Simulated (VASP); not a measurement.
A run of VASP 6.6.1 is set up as follows.

Contents of INCAR:

```
  PREC = Accurate
  ENCUT = 520
  EDIFF = 1E-6
  ISMEAR = 0
  SIGMA = 0.05
  LREAL = False
  LASPH = True
  NELM = 80
  ALGO = Normal
  ISIF = 2
  LWAVE = False
  LCHARG = False
  GGA = PE
  NBANDS = 18
```

KPOINTS

```
Automatic mesh
0
Gamma
  12 12 6
```

File POSCAR:

```
HfO2
1.0
    3.2522111955      0.0000000000      0.0000000000
   -1.6261055978      2.8164975138      0.0000000000
    0.0000000000      0.0000000000      5.4896684132
Hf O
1 2
Direct
    0.0000000000      0.0000000000      0.0000000000
    0.3333333333      0.6666666667      0.1731211689
    0.6666666667      0.3333333333      0.8268788311
```

Potentials or basis: VASP PAW PBE potentials, release 64 (Hf_pv, O).

Launch:

```sh
$ cat potpaw_PBE.64/Hf_pv/POTCAR potpaw_PBE.64/O/POTCAR > POTCAR
$ mpirun -np 1 vasp_std > vasp.out
```

Problem. Predict the largest force.

Solution. 0.133 eV/Å.

Problem. Predict the pressure.

Solution. -0.3 GPa.

Problem. What does it give for the band gap on the k mesh?

Solution. 4.82 eV (least direct gap 5.08 eV).

Stress tensor (GPa, compression positive):
```
-0.85  0.00  0.00
 0.00 -0.85  0.00
 0.00  0.00  0.76
```

Caveat: spin-orbit coupling is left out, which moves the levels of the heavy elements. A k mesh can miss the band edges.
